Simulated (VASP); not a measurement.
## Fe2Ge: relaxation of cell and atoms with PBEsol

Fe2Ge:

```
Fe Ge
1.0
     4.16363    0.00000    0.00000
    -2.08182    3.60581    0.00000
     0.00000    0.00000    2.62647
Fe Ge
2 1
Direct
  0.66667 0.33333 0.50000
  0.33333 0.66667 0.50000
  0.00000 0.00000 0.00000
```

```yaml
Program: VASP 6.6.1
Task: relaxation of cell and atoms
Functional: PBEsol
Potentials_or_basis: VASP PAW PBE potentials, release 64 (Fe, Ge_d)
Cutoff: 600 eV
k_mesh: 6 × 6 × 8
Occupations: fermi-dirac, width 0.05 eV
Spin: collinear spin, ferromagnetic start
Starting_moments: "[3.5, 3.5, 0.0] μB"
Dipole_correction: no
Further_INCAR_settings: ALGO = Normal; EDIFF = 1e-07; IBRION = 2; EDIFFG = -0.02; NSW = 80; ISIF = 3
```

```
Relaxed volume                                        : 12.27 Å³/atom
Relaxed cell                                          : a = 4.047 Å, b = 4.047 Å, c = 2.596 Å, α = 90.00°, β = 90.00°, γ = 120.00°
Space group after relaxing (to 0.1 Å)                 : P6/mmm (No. 191)
Energy gained by relaxing                             : 19.3 meV/atom
Ionic steps                                           : 6
Pressure after relaxing                               : -0.2 GPa
Net moment                                            : 4.38 μB per cell
Site moments                                          : Fe +2.16; Ge -0.02 μB
Valence electrons inside the program's atomic spheres : Fe 7.33; Ge 12.42
```

Stress tensor (GPa, compression positive):
```
-0.23  0.00  0.00
 0.00 -0.23  0.00
 0.00  0.00 -0.09
```

Step by step:
```csv
step,energy change (eV),largest force (eV/Å),pressure (GPa),volume (Å³)
1,0.0000,0.0000,-6.89,39.43
2,-0.0551,0.0000,1.61,36.29
3,-0.0571,0.0000,-0.02,36.83
4,-0.0571,0.0000,0.16,36.78
5,-0.0577,0.0000,-0.03,36.80
6,-0.0578,0.0000,-0.19,36.82
```

Final structure:
```
Fe Ge
1.0
     4.04721    0.00000    0.00000
    -2.02361    3.50499    0.00000
     0.00000    0.00000    2.59561
Fe Ge
2 1
Direct
  0.66667 0.33333 0.50000
  0.33333 0.66667 0.50000
  0.00000 0.00000 0.00000
```

Levels at points of the mesh, in eV from the Fermi level:
Spin up:
| k point | band 14 | band 15 | band 16 | band 17 | band 18 | band 19 | band 20 | band 21 |
| --- | --- | --- | --- | --- | --- | --- | --- | --- |
| (0.00, 0.00, 0.00) | -2.19 | -1.21 | -1.21 | 0.78 | 2.47 | 2.47 | 3.14 | 3.14 |
| (0.50, 0.00, 0.00) | -2.18 | -1.44 | -1.14 | -1.05 | -0.67 | 2.63 | 9.68 | 10.55 |
| (0.00, 0.00, 0.50) | -2.30 | -2.30 | -0.35 | -0.01 | 3.96 | 3.96 | 5.23 | 6.68 |
| (0.50, 0.00, 0.50) | -1.07 | -0.89 | -0.44 | -0.33 | 0.16 | 2.54 | 3.88 | 4.00 |
Spin down:
| k point | band 11 | band 12 | band 13 | band 14 | band 15 | band 16 |
| --- | --- | --- | --- | --- | --- | --- |
| (0.00, 0.00, 0.00) | -1.31 | -1.31 | 0.25 | 0.25 | 1.27 | 1.37 |
| (0.50, 0.00, 0.00) | -1.70 | -1.60 | 0.06 | 0.17 | 0.77 | 1.11 |
| (0.00, 0.00, 0.50) | -1.33 | -1.09 | -1.09 | -0.52 | -0.52 | 1.14 |
| (0.50, 0.00, 0.50) | -1.59 | -1.42 | 0.52 | 0.72 | 1.12 | 1.46 |

Wall time 8.8 min on 1 thread of Intel Xeon 8259CL, with other jobs on the host, peak memory 0.24 GiB.

Caveat: the PAW data sets were made with another functional, which shifts forces and pressure a little.
